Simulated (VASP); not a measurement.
# HC6 in VASP: single point with PBE

Aim: the single point of HC6 with PBE.

Program: VASP 6.6.1. These are calculated values, not measurements. Logs are shortened: lines on timing, memory, paths and dates and some standing lists are left out, and cuts for length are marked.

### Step 1. The cell of the first run

The cell holds a wire or tube with vacuum around it, 28 atoms: a = 24.500 Å, b = 9.300 Å, c = 4.272 Å, α = 90.00°, β = 90.00°, γ = 90.00°.

### Step 2. Single point, PBE

INCAR reads:

```
PREC     = Accurate       # precision mode
ENCUT    = 520            # plane-wave cutoff, eV
EDIFF    = 1E-6           # SCF threshold, eV
ISMEAR   = 0              # smearing method
SIGMA    = 0.05           # smearing width, eV
LREAL    = Auto         
LASPH    = T              # aspherical terms in the spheres
NELM     = 80             # most SCF steps
ALGO     = Normal         # electronic algorithm
ISIF     = 2              # what is computed and relaxed
LWAVE    = F              # write WAVECAR
LCHARG   = T              # write CHGCAR
GGA      = PE             # functional
LELF     = T              # ELF
LVHAR    = T            
NBANDS   = 70             # bands
```

KPOINTS reads:

```
Automatic mesh
0
Gamma
  1 1 8
```

POSCAR reads:

```
HC6
1.0
   24.5000000000      0.0000000000      0.0000000000
    0.0000000000      9.3000000000      0.0000000000
    0.0000000000      0.0000000000      4.2721506842
C H
24 4
Direct
    0.7768551104      0.5000000000      0.3333333333
    0.6761805248      0.5000000000      0.3333333333
    0.7265178176      0.5000000000      0.8333333333
    0.5755059392      0.5000000000      0.3333333333
    0.6258432320      0.5000000000      0.8333333333
    0.4748313536      0.5000000000      0.3333333333
    0.5251686464      0.5000000000      0.8333333333
    0.3741567680      0.5000000000      0.3333333333
    0.4244940608      0.5000000000      0.8333333333
    0.2734821824      0.5000000000      0.3333333333
    0.3238194752      0.5000000000      0.8333333333
    0.2231448896      0.5000000000      0.8333333333
    0.7265178176      0.5000000000      0.1666666667
    0.7768551104      0.5000000000      0.6666666667
    0.6258432320      0.5000000000      0.1666666667
    0.6761805248      0.5000000000      0.6666666667
    0.5251686464      0.5000000000      0.1666666667
    0.5755059392      0.5000000000      0.6666666667
    0.4244940608      0.5000000000      0.1666666667
    0.4748313536      0.5000000000      0.6666666667
    0.3238194752      0.5000000000      0.1666666667
    0.3741567680      0.5000000000      0.6666666667
    0.2231448896      0.5000000000      0.1666666667
    0.2734821824      0.5000000000      0.6666666667
    0.8153844039      0.5000000000      0.2057629267
    0.1846155961      0.5000000000      0.7057629267
    0.8153844039      0.5000000000      0.7942370733
    0.1846155961      0.5000000000      0.2942370733
```

Potentials or basis: VASP PAW PBE potentials, release 64 (C, H).

Started as:

```
cat potpaw_PBE.64/C/POTCAR potpaw_PBE.64/H/POTCAR > POTCAR
mpirun -np 1 vasp_std > vasp.out
```

OUTCAR:

```text
PREC = Accurate
   ENCUT = 520
   EDIFF = 1E-6
   ISMEAR = 0
   LREAL = Auto
   LASPH = T
   NELM = 80
   ISIF = 2
   GGA = PE

 ion  position               nearest neighbor table
   1  0.777  0.500  0.333-  25 1.09  13 1.42  14 1.42
   2  0.676  0.500  0.333-  13 1.42  15 1.42  16 1.42
   3  0.727  0.500  0.833-  16 1.42  14 1.42  13 1.42
   4  0.576  0.500  0.333-  15 1.42  17 1.42  18 1.42
   5  0.626  0.500  0.833-  16 1.42  18 1.42  15 1.42
   6  0.475  0.500  0.333-  17 1.42  19 1.42  20 1.42
[... 16 lines left out ...]
  23  0.223  0.500  0.167-  28 1.09  10 1.42  12 1.42
  24  0.273  0.500  0.667-  11 1.42  12 1.42  10 1.42
  25  0.815  0.500  0.206-   1 1.09
  26  0.185  0.500  0.706-  12 1.09
  27  0.815  0.500  0.794-  14 1.09
  28  0.185  0.500  0.294-  23 1.09

  LATTYP: Found a simple orthorhombic cell.
 ALAT       =     4.2721506842
 B/A-ratio  =     2.1768895078
 C/A-ratio  =     5.7348164452

  Lattice vectors:

 A1 = (   0.0000000000,   0.0000000000,  -4.2721506842)
 A2 = (   0.0000000000,   9.3000000000,   0.0000000000)
 A3 = (  24.5000000000,   0.0000000000,   0.0000000000)

Analysis of symmetry for initial positions (statically):
=====================================================================
 Subroutine PRICEL returns:
 Original cell was already a primitive cell.

 Routine SETGRP: Setting up the symmetry group for a
 simple orthorhombic supercell.

 Subroutine GETGRP returns: Found  8 space group operations
 (whereof  4 operations were pure point group operations)
 out of a pool of  8 trial point group operations.

The static configuration has the point symmetry C_2v.
 The point group associated with its full space group is D_2h.

Analysis of symmetry for dynamics (positions and initial velocities):
=====================================================================
 Subroutine PRICEL returns:
 Original cell was already a primitive cell.

 Routine SETGRP: Setting up the symmetry group for a
 simple orthorhombic supercell.

 Subroutine GETGRP returns: Found  8 space group operations
 (whereof  4 operations were pure point group operations)
 out of a pool of  8 trial point group operations.

The dynamic configuration has the point symmetry C_2v.
 The point group associated with its full space group is D_2h.

 Subroutine INISYM returns: Found  8 space group operations
 (whereof  4 operations are pure point group operations),
 and found     1 'primitive' translations

----------------------------------------------------------------------------------------

                                     Primitive cell

  volume of cell :     973.4095

  direct lattice vectors                    reciprocal lattice vectors
    24.500000000  0.000000000  0.000000000     0.040816327  0.000000000  0.000000000
     0.000000000  9.300000000  0.000000000     0.000000000  0.107526882  0.000000000
     0.000000000  0.000000000  4.272150684     0.000000000  0.000000000  0.234074141

  length of vectors
    24.500000000  9.300000000  4.272150684     0.040816327  0.107526882  0.234074141

  position of ions in fractional coordinates (direct lattice)
     0.776855110  0.500000000  0.333333333
     0.676180525  0.500000000  0.333333333
     0.726517818  0.500000000  0.833333333
     0.575505939  0.500000000  0.333333333
     0.625843232  0.500000000  0.833333333
     0.474831354  0.500000000  0.333333333
[... 20 lines left out ...]
     0.815384404  0.500000000  0.794237073
     0.184615596  0.500000000  0.294237073

  ion indices of the primitive-cell ions
   primitive index   ion index
                 1           1
                 2           2
                 3           3
                 4           4
                 5           5
                 6           6
[... 20 lines left out ...]
                27          27
                28          28

----------------------------------------------------------------------------------------

 KPOINTS: Automatic mesh

Automatic generation of k-mesh.
 Grid dimensions read from file:
 generate k-points for:    1    1    8

 Generating k-lattice:

  Cartesian coordinates                     Fractional coordinates (reciprocal lattice)
     0.040816327  0.000000000  0.000000000     1.000000000  0.000000000  0.000000000
     0.000000000  0.107526882  0.000000000     0.000000000  1.000000000  0.000000000
     0.000000000  0.000000000  0.029259268     0.000000000  0.000000000  0.125000000

  Length of vectors
     0.040816327  0.107526882  0.029259268

  Shift w.r.t. Gamma in fractional coordinates (k-lattice)
     0.000000000  0.000000000  0.000000000

 Subroutine IBZKPT returns following result:
 ===========================================

 Found      5 irreducible k-points:

 Following reciprocal coordinates:
            Coordinates               Weight
  0.000000  0.000000  0.000000      1.000000
  0.000000  0.000000  0.125000      2.000000
  0.000000  0.000000  0.250000      2.000000
  0.000000  0.000000  0.375000      2.000000
  0.000000  0.000000  0.500000      1.000000
   k-points           NKPTS =      5   k-points in BZ     NKDIM =      5   number of bands    NBANDS=     70
   number of dos      NEDOS =    301   number of ions     NIONS =     28
   total plane-waves  NPLWV = 430080
   dimension x,y,z NGX =   192 NGY =   70 NGZ =   32
   dimension x,y,z NGXF=   384 NGYF=  140 NGZF=   64
   ions per type =              24   4
   NGX,Y,Z   is equivalent  to a cutoff of  13.03, 12.51, 12.45 a.u.
   NGXF,Y,Z  is equivalent  to a cutoff of  26.06, 25.03, 24.90 a.u.
 SYSTEM =  unknown system
   PREC   = accura    normal or accurate (medium, high low for compatibility)
   ISTART =      0    job   : 0-new  1-cont  2-samecut
   ICHARG =      2    charge: 1-file 2-atom 10-const
   ISPIN  =      1    spin polarized calculation?
   LNONCOLLINEAR =      F non collinear calculations
   LSORBIT =      F    spin-orbit coupling
   LASPH  =      T    aspherical Exc in radial PAW
   ENCUT  =  520.0 eV  38.22 Ry    6.18 a.u.  45.55 17.29  7.94*2*pi/ulx,y,z
   NELM   =     80;   NELMIN=  2; NELMDL= -5     # of ELM steps
   EDIFF  = 0.1E-05   stopping-criterion for ELM
   LREAL  =      T    real-space projection
   EDIFFG = 0.1E-04   stopping-criterion for IOM
   NSW    =      0    number of steps for IOM
   IBRION =     -1    ionic relax: 0-MD 1-quasi-New 2-CG
   NFREE  =      0    steps in history (QN), initial steepest desc. (CG)
   ISIF   =      2    stress and relaxation
   ISYM   =      2    0-nonsym 1-usesym 2-fastsym
   POTIM  = 0.5000    time-step for ionic-motion
   TEBEG  =    0.0;   TEEND  =   0.0 temperature during run
   PSTRESS=    0.0 pullay stress
   NELECT =     100.0000    total number of electrons
   NUPDOWN=      -1.0000    fix difference up-down
   EMIN   =  10.00;   EMAX   =-10.00  energy-range for DOS
   EFERMI =   0.00;   METHOD = LEGACY
   ISMEAR =     0;   SIGMA  =   0.05  broadening in eV -4-tet -1-fermi 0-gaus
   EFERMI_NEDOS =   21; number of points for ismear=-14 and -15
   IALGO  =     38    algorithm
   IMIX   =      4    mixing-type and parameters
     AMIX     =   0.40;   BMIX     =  1.00
     AMIX_MAG =   1.60;   BMIX_MAG =  1.00
  volume/ion in A,a.u.               =      34.76       234.60
  Fermi-wavevector in a.u.,A,eV,Ry     =   0.766731  1.448911  7.998542  0.587876
  Thomas-Fermi vector in A             =   1.867134
   LORBIT       =      0    0 simple, 1 ext, 2 COOP (PROOUT), +10 PAW based schemes
   GGA     = PE    functional components
   LHFCALC =     F    Hartree Fock is set to
   AEXX    =    0.0000 exact exchange contribution
   IVDW    =     0    specifies the selected vdW correction
   LEPSILON=     F    determine dielectric tensor
   LRPA    =     F    only Hartree local field effects (RPA)
 non-spin polarized calculation
 Gauss-broadening in eV      SIGMA  =   0.05
  energy-cutoff  :      520.00
  volume of cell :      973.41
 maximum number of plane-waves:     26272
 NGX is ok and might be reduce to   192
   NGX = 91   NGY = 35   NGZ = 15

 number of electron     100.0000000 magnetization

 number of electron      99.9999998 magnetization

 Free energy of the ion-electron system (eV)
  ---------------------------------------------------
  ext. energy  EPLUGINS =         0.00000000
  ---------------------------------------------------
  free energy    TOTEN  =      -234.50774249 eV

  energy without entropy =     -234.50774249  energy(sigma->0) =     -234.50774249

 E-fermi :  -2.0078     XC(G=0):  -3.2315

 val. band max:       -2.2650303216   @ k =   0.0000   0.0000   0.0000
 cond. band min:      -1.7484705592   @ k =   0.0000   0.0000   0.0000
 fundamental gap:      0.5165597624
 Fermi energy:        -2.0078361177

 k-point     1 :       0.0000    0.0000    0.0000
  band No.  band energies     occupation
      1     -21.3946      2.00000
      2     -21.0464      2.00000
      3     -20.4892      2.00000
      4     -19.7373      2.00000
      5     -18.8189      2.00000
      6     -17.7431      2.00000
[... 54 lines left out ...]
     61       1.6474      0.00000
     62       2.0456      0.00000

 k-point     2 :       0.0000    0.0000    0.1250
  band No.  band energies     occupation
      1     -21.3025      2.00000
      2     -20.9546      2.00000
      3     -20.3980      2.00000
      4     -19.6471      2.00000
      5     -18.7304      2.00000
      6     -17.6589      2.00000
[... 54 lines left out ...]
     61       1.7711      0.00000
     62       2.1713      0.00000

 k-point     3 :       0.0000    0.0000    0.2500
  band No.  band energies     occupation
      1     -21.0266      2.00000
      2     -20.6797      2.00000
      3     -20.1251      2.00000
      4     -19.3775      2.00000
      5     -18.4669      2.00000
      6     -18.1508      2.00000
[... 54 lines left out ...]
     61       2.1425      0.00000
     62       2.3063      0.00000

 k-point     4 :       0.0000    0.0000    0.3750
  band No.  band energies     occupation
      1     -20.5687      2.00000
      2     -20.2239      2.00000
      3     -19.6730      2.00000
      4     -19.1226      2.00000
      5     -18.9321      2.00000
      6     -18.7867      2.00000
[... 54 lines left out ...]
     61       2.9346      0.00000
     62       2.9821      0.00000

 k-point     5 :       0.0000    0.0000    0.5000
  band No.  band energies     occupation
      1     -19.9322      2.00000
      2     -19.9322      2.00000
      3     -19.5907      2.00000
      4     -19.5907      2.00000
      5     -19.0464      2.00000
      6     -19.0464      2.00000
[... 54 lines left out ...]
     61       3.2412      0.00000
     62       3.2412      0.00000
 [bands above 62 left out]

------------------------ aborting loop because EDIFF is reached ----------------------------------------

  FORCE on cell =-STRESS in cart. coord.  units (eV):
  Direction    XX          YY          ZZ          XY          YZ          ZX
  --------------------------------------------------------------------------------------
  -------------------------------------------------------------------------------------
  Total       -3.6566561     -0.1318494      1.3933261      0.0000000      0.0000000      0.0000000
  in kB       -6.0186502     -0.2170168      2.2933364      0.0000000      0.0000000      0.0000000
  external PRESSURE =      -1.3141102 kB  Pullay stress =       0.0000000 kB

 VOLUME and BASIS-vectors are now :
 -----------------------------------------------------------------------------
  energy-cutoff  :      520.00
  volume of cell :      973.41
      direct lattice vectors                 reciprocal lattice vectors
    24.500000000  0.000000000  0.000000000     0.040816327  0.000000000  0.000000000
     0.000000000  9.300000000  0.000000000     0.000000000  0.107526882  0.000000000
     0.000000000  0.000000000  4.272150684     0.000000000  0.000000000  0.234074141

 POSITION                                       TOTAL-FORCE (eV/Angst)
 -----------------------------------------------------------------------------------
     19.03295      4.65000      1.42405        -0.548589      0.000000      1.992211
     16.56642      4.65000      1.42405         0.339240      0.000000     -0.007700
     17.79969      4.65000      3.56013         0.457607      0.000000     -0.753709
     14.09990      4.65000      1.42405        -0.002702      0.000000     -0.276928
     15.33316      4.65000      3.56013        -0.229517      0.000000      0.106563
     11.63337      4.65000      1.42405        -0.161865      0.000000     -0.005051
[... 20 lines left out ...]
     19.97692      4.65000      3.39310        -0.070543      0.000000     -0.282765
      4.52308      4.65000      1.25703         0.070543      0.000000     -0.282765
 -----------------------------------------------------------------------------------
    total drift:                               -0.000000     -0.000000      0.000000

  FREE ENERGIE OF THE ION-ELECTRON SYSTEM (eV)
  ---------------------------------------------------
  free  energy   TOTEN  =      -234.5077424866 eV

  energy  without entropy=     -234.5077424866  energy(sigma->0) =     -234.50774249
```

Run time: 5.6 min. Hardware: 1 thread of Intel Xeon 6975P-C (Granite Rapids), shared host; peak memory 0.89 GiB.

Results:

```
Free energy            : -234.5077 eV
Largest force          : 2.066 eV/Å
Band gap on the k mesh : 0.52 eV
```

Forces in eV/Å, atoms in the order of the input:
```
C   -0.549  0.000  1.992
C    0.339  0.000 -0.008
C    0.458  0.000 -0.754
C   -0.003  0.000 -0.277
C   -0.230  0.000  0.107
C   -0.162  0.000 -0.005
C    0.162  0.000 -0.005
C    0.230  0.000  0.107
C    0.003  0.000 -0.277
C   -0.458  0.000 -0.754
C   -0.339  0.000 -0.008
C    0.549  0.000  1.992
C    0.458  0.000  0.754
C   -0.549  0.000 -1.992
C   -0.230  0.000 -0.107
C    0.339  0.000  0.008
C    0.162  0.000  0.005
C   -0.003  0.000  0.277
C    0.003  0.000  0.277
C   -0.162  0.000  0.005
C   -0.339  0.000  0.008
C    0.230  0.000 -0.107
C    0.549  0.000 -1.992
C   -0.458  0.000  0.754
H   -0.071  0.000  0.283
H    0.071  0.000  0.283
H   -0.071  0.000 -0.283
H    0.071  0.000 -0.283
```
